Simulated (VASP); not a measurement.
CuI: single point with PBE

CuI:

```
Cu I
1.0
     0.00000    3.04045    3.04045
     3.04045    0.00000    3.04045
     3.04045    3.04045    0.00000
Cu I
1 1
Direct
  0.00000 0.00000 0.00000
  0.25000 0.25000 0.25000
```

```
Program             : VASP 6.6.1
Task                : single point
Functional          : PBE
Potentials or basis : VASP PAW PBE potentials, release 64 (Cu, I)
Cutoff              : 520 eV
k mesh              : 6 × 6 × 6
Occupations         : gaussian, width 0.01 eV
Spin                : no spin polarisation
```

- Pressure: 0.0 GPa
- Band gap on the k mesh: 1.12 eV, direct

Levels at points of the mesh, in eV from the valence-band top:
| k point | band 7 | band 8 | band 9 | band 10 | band 11 | band 12 |
| --- | --- | --- | --- | --- | --- | --- |
| (0.00, 0.00, 0.00) | 0.00 | 0.00 | 0.00 | 1.12 | 4.88 | 4.88 |
| (0.50, 0.00, 0.00) | -1.74 | -0.69 | -0.69 | 2.15 | 5.41 | 5.41 |
| (0.50, 0.50, 0.00) | -1.73 | -1.47 | -1.47 | 2.73 | 2.91 | 9.13 |

Run time: 16 s on 1 thread of AMD EPYC 7R13 Processor (Zen 3), with other jobs on the host, peak memory 0.15 GiB.

Caveat: spin-orbit coupling is left out, which moves the levels of the heavy elements.
